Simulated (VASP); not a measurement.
Here is a VASP 6.6.1 calculation.

INCAR

```
SYSTEM = C
PREC = Accurate
ENCUT = 520
EDIFF = 1E-6
ISMEAR = 0
SIGMA = 0.05
LREAL = .False.
LASPH = .True.
NELM = 150
ALGO = Normal
ISIF = 2
LWAVE = .False.
LCHARG = .False.
ISPIN = 2
MAGMOM = 0.5
LORBIT = 11
GGA = PE
NBANDS = 12
```

The input KPOINTS:

```
regular mesh
0
Gamma
  1 1 46
  0 0 0
```

The input POSCAR:

```
C
1.0
    9.0000000000      0.0000000000      0.0000000000
    0.0000000000      9.3000000000      0.0000000000
    0.0000000000      0.0000000000      1.2822806338
C
1
Direct
    0.5000000000      0.5000000000      0.0000000000
```

Potentials or basis: VASP PAW PBE potentials, release 64 (C).

The run is started by

```sh
$ cat potpaw_PBE.64/C/POTCAR > POTCAR
$ mpirun -np 1 vasp_std > vasp.out
```

Question: Predict the band gap on the k mesh.

Answer: Zero (filled and empty bands overlap).

Question: Estimate the net moment.

Answer: 0.00 μB per cell.
